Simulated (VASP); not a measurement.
Here is a VASP 6.6.1 calculation.

File INCAR:

```
ALGO = Normal ; EDIFF = 1E-6
EDIFFG = -0.01 ; ENCUT = 600
GGA = PE ; IBRION = 2
ISIF = 3 ; ISMEAR = 0
LASPH = True ; LCHARG = False
LREAL = False ; LWAVE = False
NELM = 100 ; NSW = 100
PREC = Accurate ; SIGMA = 0.02
```

Contents of KPOINTS:

```
k-points
0
Gamma
  6 6 6
```

POSCAR

```
ZrOF2
1.0
    3.9501065116      0.0000000000      0.0000000000
   -1.9750532558      3.4208925867      0.0000000000
    0.0000000000      0.0000000000      3.9693443618
Zr O F
1 1 2
Direct
    0.0000000000      0.0000000000      0.0000000000
    0.0000000000      0.0000000000      0.5000000000
    0.3333333333      0.6666666667      0.0000000000
    0.6666666667      0.3333333333      0.0000000000
```

Potentials or basis: VASP PAW PBE potentials, release 64 (Zr_sv, O, F).

Launch:

```sh
$ cat potpaw_PBE.64/Zr_sv/POTCAR potpaw_PBE.64/O/POTCAR potpaw_PBE.64/F/POTCAR > POTCAR
$ mpirun -np 1 vasp_std > vasp.out
```

Q: Estimate the relaxed cell.

A: a = 3.950 Å, b = 3.950 Å, c = 3.968 Å, α = 90.00°, β = 90.00°, γ = 120.00°.

Q: Predict the band gap on the k mesh.

A: 3.57 eV (least direct gap 3.61 eV).

Q: Estimate the relaxed volume.

A: 13.40 Å³/atom.

Q: Estimate the space group after relaxing (to 0.1 Å).

A: P6/mmm (No. 191).

Final structure:
```cif
data_structure
_symmetry_space_group_name_H-M 'P 1'
_symmetry_Int_Tables_number 1
_cell_length_a 3.9498
_cell_length_b 3.9498
_cell_length_c 3.9681
_cell_angle_alpha 90.000
_cell_angle_beta 90.000
_cell_angle_gamma 120.000
_cell_volume 53.61
loop_
_atom_site_label
_atom_site_type_symbol
_atom_site_fract_x
_atom_site_fract_y
_atom_site_fract_z
_atom_site_occupancy
Zr1 Zr 0.00000 0.00000 0.00000 1
O1 O 0.00000 0.00000 0.50000 1
F1 F 0.33333 0.66667 0.00000 1
F2 F 0.66667 0.33333 0.00000 1
```

A k mesh can miss the band edges.
